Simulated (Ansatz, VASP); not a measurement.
N: VASP beside Ansatz

Contents of POSCAR:

```
N
1.0
    3.5792593765      0.0000000000      0.0000000000
   -1.7896296883      3.0997295467      0.0000000000
    0.0000000000      0.0000000000      7.9198847283
N
4
Direct
    0.3333333333      0.6666666667      0.3190568246
    0.3333333333      0.6666666667      0.1809431754
    0.6666666667      0.3333333333      0.8190568246
    0.6666666667      0.3333333333      0.6809431754
```

Contents of INCAR.step1:

```
SYSTEM = N
PREC = Accurate
ENCUT = 520
ISMEAR = 0
SIGMA = 0.01
LREAL = .False.
LASPH = .True.
NELM = 100
NBANDS = 18
GGA = PE
ALGO = Normal
EDIFF = 1E-4
LWAVE = .True.
LCHARG = .False.
```

The input INCAR.step2:

```
SYSTEM = N
PREC = Accurate
ENCUT = 520
EDIFF = 1E-6
ISMEAR = 0
SIGMA = 0.01
LREAL = .False.
LASPH = .True.
NELM = 100
ALGO = Normal
ISIF = 2
LWAVE = .False.
LCHARG = .False.
METAGGA = R2SCAN
LMIXTAU = .True.
NBANDS = 18
ISTART = 1
```

Contents of KPOINTS:

```
regular mesh
0
Gamma
  12 12 4
  0 0 0
```

Input for Ansatz:

```yaml
crystal:
  lattice:
    - [3.5792593765, 0.0, 0.0]
    - [-1.7896296883, 3.0997295467, 0.0]
    - [0.0, 0.0, 7.9198847283]
  atoms:
    - { symbol: "N", position: [0.3333333333, 0.6666666667, 0.3190568246] }
    - { symbol: "N", position: [0.3333333333, 0.6666666667, 0.1809431754] }
    - { symbol: "N", position: [0.6666666667, 0.3333333333, 0.8190568246] }
    - { symbol: "N", position: [0.6666666667, 0.3333333333, 0.6809431754] }
kpoints:
  mp_grid: { grid: [12, 12, 4] }
  band_path:
    path:
      - [0.0, 0.0, 0.0]
      - [0.5, 0.0, 0.0]
      - [0.3333333333, 0.3333333333, 0.0]
      - [0.0, 0.0, 0.5]
      - [0.5, 0.0, 0.5]
      - [0.3333333333, 0.3333333333, 0.5]
      - [0.1875, 0.1875, 0.0]
      - [0.0, 0.5, 0.0]
    npoints: 1
hamiltonian:
  xc: r2scan
scf:
  occupations: { method: fixed }
  n_extra_bands: 5
output:
  forces: true
  stress: true
  eigenvalues: true
```

Change from the starting cell: uniaxial_z strain +3.6%.

Alike in both runs: task single point; functional r2SCAN; k mesh 12 × 12 × 4; no spin polarisation.

|  | VASP | Ansatz |
| --- | --- | --- |
| version | VASP 6.6.1 | Ansatz 0.2.0 |
| potentials or method | VASP PAW PBE potentials, release 64 (N) | plane waves, PAW |
| plane-wave cutoff (eV) | 520 | 500 |
| occupations | gaussian, width 0.01 eV | fixed |
| valence electrons in the cell | 20 | 20 |

```csv
,VASP,Ansatz,Ansatz less VASP
gap on the k mesh at the Fermi level (eV),7.80,7.83,+0.034
pressure (GPa),2.9,0.2,-2.68
"traceless stress, the component that is largest in VASP (GPa)",5.80,-0.26,-6.064
rms of the force components (eV/Å),1.298,0.031,-1.2663
```

VASP's potentials were made for PBE, not for r2SCAN. Atom by atom the forces differ by 1.329 eV/Å (rms over components).

Noted on VASP's run: the standard files for N, O and F lose accuracy on very short bonds.
